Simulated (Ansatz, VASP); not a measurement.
**Cl: VASP beside Ansatz**

```
Cl
1.0
     3.29222   -2.03432    0.00000
     3.29222    2.03432    0.00000
     0.00000    0.00000    8.09877
Cl
4
Direct
  0.87565 0.12435 0.10880
  0.62435 0.37565 0.60880
  0.12435 0.87565 0.89120
  0.37565 0.62435 0.39120
```

Alike in both runs: task single point; functional r2SCAN; k mesh 8 × 8 × 4; occupations gaussian, width 0.02 eV; no spin polarisation.

|  | VASP | Ansatz |
| --- | --- | --- |
| version | VASP 6.6.1 | Ansatz 0.2.0 |
| potentials or method | VASP PAW PBE potentials, release 64 (Cl), cutoff 520 eV | scalar-relativistic, plane waves, PAW |
| valence electrons in the cell | 28 | 28 |

```csv
,VASP,Ansatz,Ansatz less VASP
gap on the k mesh at the Fermi level (eV),2.58,2.55,-0.028
least direct gap on the mesh (eV),2.58,2.55,-0.028
pressure (GPa),-0.6,-0.2,+0.43
"traceless stress, the component that is largest in VASP (GPa)",-0.77,-0.34,+0.430
rms of the force components (eV/Å),0.259,0.157,-0.1020
```

VASP's potentials were made for PBE, not for r2SCAN. Atom by atom the forces differ by 0.102 eV/Å (rms over components). The functional is the same, so the differences come from potentials, cutoffs and numerics.
